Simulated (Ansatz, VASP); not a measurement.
# Re: VASP beside Ansatz

File INCAR:

```
AGGAC    = 1.0          
AGGAX    = 1.0          
ALDAC    = 0.0          
ALDAX    = 1.0          
ALGO     = Normal         # electronic algorithm
EDIFF    = 1E-6           # SCF threshold, eV
ENCUT    = 520            # plane-wave cutoff, eV
GGA      = B5             # functional
ISIF     = 2              # what is computed and relaxed
ISMEAR   = -1             # smearing method
LASPH    = True           # aspherical terms in the spheres
LCHARG   = True           # write CHGCAR
LELF     = True           # ELF
LREAL    = False          # projectors in reciprocal space
LVHAR    = True         
LWAVE    = False          # write WAVECAR
NBANDS   = 14             # bands
NELM     = 100            # most SCF steps
PREC     = Accurate       # precision mode
SIGMA    = 0.1            # smearing width, eV
```

Contents of KPOINTS:

```
k-points
0
Gamma
  21 21 12
```

File POSCAR:

```
Re
1.0
    2.8521260107      0.0000000000      0.0000000000
   -1.4260630053      2.4700135800      0.0000000000
    0.0000000000      0.0000000000      4.5854490055
Re
2
Direct
    0.3333333333      0.6666666667      0.2500000000
    0.6666666667      0.3333333333      0.7500000000
```

Input for Ansatz:

```yaml
crystal:
  lattice:
    - [2.8521260107, 0.0, 0.0]
    - [-1.4260630053, 2.47001358, 0.0]
    - [0.0, 0.0, 4.5854490055]
  atoms:
    - { symbol: Re, position: [0.3333333333, 0.6666666667, 0.25] }
    - { symbol: Re, position: [0.6666666667, 0.3333333333, 0.75] }
hamiltonian:
  xc: blyp
  pseudopotentials:
    kind: paw
    azcp:
      Re: "pseudopotentials/Re.paw.azcp"
basis:
  ecutwfc: 420
  fft_grid_basis: typed
kpoints:
  mp_grid: { grid: [21, 21, 12], shift: [0, 0, 0] }
magnetization:
  spin_polarized: false
scf:
  occupations: { method: fermi_dirac, width: 0.1 }
output:
  stress: true
```

Alike in both runs: task single point; functional BLYP; k mesh 21 × 21 × 12; occupations fermi-dirac, width 0.1 eV; no spin polarisation.

```csv
,VASP,Ansatz
version,VASP 6.6.1,Ansatz 0.2.0
potentials or method,"VASP PAW PBE potentials, release 64 (Re), cutoff 520 eV","plane waves (420 eV) with PAW, scalar-relativistic"
valence electrons in the cell,14,30
```

|  | VASP | Ansatz | Ansatz less VASP |
| --- | --- | --- | --- |
| pressure (GPa) | -10.2 | -11.5 | -1.35 |
| traceless stress, the component that is largest in VASP (GPa) | -0.16 | -0.10 | +0.063 |

VASP's potentials were made for PBE, not for BLYP. The functional is the same, so the differences come from potentials, cutoffs and numerics. VASP's potentials hold 14 valence electrons a cell and Ansatz's 30, so a difference there can come from the potentials and not from the codes.

Spin-orbit coupling is off throughout.
